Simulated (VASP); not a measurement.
Wanted: the native input for a VASP 6.6.1 run.

```yaml
Task: relaxation of shape and atoms at fixed volume
Functional: r2SCAN
Dispersion: D3(BJ)
Potentials_or_basis: VASP PAW PBE potentials, release 64 (Ti_sv, Se)
Cutoff: 550 eV
k_mesh: 12 × 12 × 6
Occupations: gaussian, width 0.05 eV
Spin: no spin polarisation
Dipole_correction: no
Further_INCAR_settings: ALGO = Normal; EDIFF = 1e-07; IBRION = 2; EDIFFG = -0.01; NSW = 60; ISIF = 4
```

TiSe2:

```
CELL_PARAMETERS angstrom
3.50123 0.00000 0.00000
-1.75062 3.03216 0.00000
0.00000 0.00000 5.91125
ATOMIC_POSITIONS crystal
Ti 0.00000 0.00000 0.00000
Se 0.33333 0.66667 0.25549
Se 0.66667 0.33333 0.74451
```

The input as run:

POSCAR

```
TiSe2
1.0
    3.5012319455      0.0000000000      0.0000000000
   -1.7506159727      3.0321558093      0.0000000000
    0.0000000000      0.0000000000      5.9112510243
Ti Se
1 2
Direct
    0.0000000000      0.0000000000      0.0000000000
    0.3333333333      0.6666666667      0.2554891250
    0.6666666667      0.3333333333      0.7445108750
```

INCAR.step1

```
ALGO = Normal ; EDIFF = 1E-5
EDIFFG = -0.005 ; ENCUT = 550
GGA = PE ; GGA_COMPAT = F
IBRION = 2 ; ISIF = 3
ISMEAR = 0 ; LASPH = T
LCHARG = F ; LREAL = F
LWAVE = T ; NELM = 120
NELMIN = 4 ; NSW = 100
PREC = Accurate ; SIGMA = 0.05
```

INCAR.step2

```
ALGO = Normal ; EDIFF = 1E-7
EDIFFG = -0.01 ; ENCUT = 550
GGA_COMPAT = F ; IBRION = 2
ISIF = 4 ; ISMEAR = 0
ISTART = 1 ; IVDW = 12
LASPH = T ; LCHARG = F
LMIXTAU = T ; LREAL = F
LWAVE = F ; METAGGA = R2SCAN
NELM = 120 ; NELMIN = 4
NSW = 60 ; PREC = Accurate
SIGMA = 0.05 ; VDW_A1 = 0.49484001
VDW_A2 = 5.73083694 ; VDW_S6 = 1.0
VDW_S8 = 0.78981345
```

KPOINTS

```
k-points
0
Gamma
  12 12 6
```

Potentials or basis: VASP PAW PBE potentials, release 64 (Ti_sv, Se).

Command:

```bash
$ cat potpaw_PBE.64/Ti_sv/POTCAR potpaw_PBE.64/Se/POTCAR > POTCAR
$ cp INCAR.step1 INCAR
$ mpirun -np 1 vasp_std > vasp.out
$ cp INCAR.step2 INCAR
$ mpirun -np 1 vasp_std > vasp.out
```

It gave:

```json
{
 "Energy gained by relaxing": "1.7 meV/atom",
 "Ionic steps": "5",
 "Pressure after relaxing": "1.6 GPa",
 "Largest force after relaxing": "0.004 eV/Å",
 "Band gap on the k mesh": "zero (bands 12 and 13 overlap by 0.47 eV)",
 "Dispersion energy per atom": "-0.207 eV"
}
```

Caveat: the PAW data sets were made with another functional, which shifts forces and pressure a little.

It took 19 min on 1 thread of Intel(R) Xeon(R) 6975P-C (Granite Rapids), with other jobs on the host, peak memory 0.3 GiB.
